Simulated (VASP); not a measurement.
Ga4O, 5 atoms in the cell. The typed cell holds 5 atoms: a = 4.927 Å, b = 4.927 Å, c = 4.927 Å, α = 120.17°, β = 120.17°, γ = 89.71°. 

```yaml
Program: VASP 6.6.1
Task: single point
Functional: PBE
Potentials_or_basis: VASP PAW PBE potentials, release 64 (Ga_d, O)
Cutoff: 520 eV
k_mesh: 6 × 6 × 6
Occupations: gaussian, width 0.1 eV
Spin: no spin polarisation
Dipole_correction: no
Further_INCAR_settings: ALGO = Normal; EDIFF = 1e-07; NBANDS = 37
```

Potentials or basis: VASP PAW PBE potentials, release 64 (Ga_d, O).

The run is started by

```sh
$ cat potpaw_PBE.64/Ga_d/POTCAR potpaw_PBE.64/O/POTCAR > POTCAR
$ mpirun -np 1 vasp_std > vasp.out
```

Hardware: 1 thread of AMD EPYC 9R45 96-Core Processor (Zen 5), with other jobs on the host.

Task: How long does it take, and how much memory?

Result: It took 77 s on 1 thread of AMD EPYC 9R45 96-Core Processor (Zen 5), with other jobs on the host, peak memory 0.24 GiB. Counts: scf iterations 16, k points 30.
